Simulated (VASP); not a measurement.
Wanted: the native input for a VASP 6.6.1 run.

* Task: single point
* Functional: PBE
* Potentials or basis: VASP PAW PBE potentials, release 64 (Si, O)
* Cutoff: 520 eV
* k mesh: 6 × 6 × 6
* Occupations: gaussian, width 0.05 eV
* Spin: no spin polarisation
* Dipole correction: no
* Further INCAR settings: ALGO = Normal; EDIFF = 1e-07; NBANDS = 25

The structure of SiO2 lies in POSCAR:

```
SiO2
1.0
   -2.5133692696      2.5133692696      3.6893906705
    2.5133692696     -2.5133692696      3.6893906705
    2.5133692696      2.5133692696     -3.6893906705
Si O
2 4
Direct
    0.0000000000      0.0000000000      0.0000000000
    0.7500000000      0.2500000000      0.5000000000
    0.9073304159      0.6250000000      0.7823304159
    0.3750000000      0.1573304159      0.2823304159
    0.8426695841      0.1250000000      0.2176695841
    0.8750000000      0.0926695841      0.7176695841
```

This cell differs from its parent crystal: atoms displaced along a vibrational mode.

These files were run (other wordings do the same):

INCAR

```
ALGO = Normal
EDIFF = 1E-7
ENCUT = 520
GGA = PE
ISIF = 2
ISMEAR = 0
LASPH = T
LCHARG = F
LREAL = F
LWAVE = F
NBANDS = 25
NELM = 80
PREC = Accurate
SIGMA = 0.05
```

KPOINTS

```
k-points
0
Gamma
  6 6 6
```

Potentials or basis: VASP PAW PBE potentials, release 64 (Si, O).

Launch:

```bash
$ cat potpaw_PBE.64/Si/POTCAR potpaw_PBE.64/O/POTCAR > POTCAR
$ mpirun -np 1 vasp_std > vasp.out
```

Results of the run:

```
Pressure               : 16.5 GPa
Largest force          : 0.485 eV/Å
Band gap on the k mesh : 5.68 eV
```

Caveat: the cell differs from its parent crystal (atoms displaced along a vibrational mode); the cell stands under pressure.

Wall time 2 min on 1 thread of Intel Xeon 8259CL, on a shared host, peak memory 0.25 GiB.
